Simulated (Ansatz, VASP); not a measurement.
One calculation of Zr, two programs

```
Zr
1.0
     2.50997    0.00000    0.00000
    -1.25499    2.17370    0.00000
     0.00000    0.00000    4.03521
Zr
2
Direct
  0.33333 0.66667 0.25000
  0.66667 0.33333 0.75000
```

Change from the starting cell: volume scaled by 0.49, to set the pressure.

Alike in both runs: task single point; functional PBEsol; k mesh 18 × 18 × 10; occupations fermi-dirac, width 0.08 eV; no spin polarisation.

|  | VASP | Ansatz |
| --- | --- | --- |
| version | VASP 6.6.1 | Ansatz 0.2.0 |
| potentials or method | VASP PAW PBE potentials, release 64 (Zr_sv) | PAW with Ansatz's default frozen-core files, scalar-relativistic |
| plane-wave cutoff (eV) | 520 | 420 |
| valence electrons in the cell | 24 | 24 |

VASP gave:

* pressure (GPa): 222.0
* traceless stress, the component that is largest in VASP (GPa): 20.46

Estimate Ansatz's values.

pressure (GPa): 219.4; traceless stress, the component that is largest in VASP (GPa): 20.29.

VASP's potentials were made for PBE, not for PBEsol. Both programs put the cell under a high pressure, so it lies far from rest at this level. With one functional, cell and mesh, what is left measures potentials, basis and numerics.

Noted on VASP's run: the cell as given lies far from equilibrium.
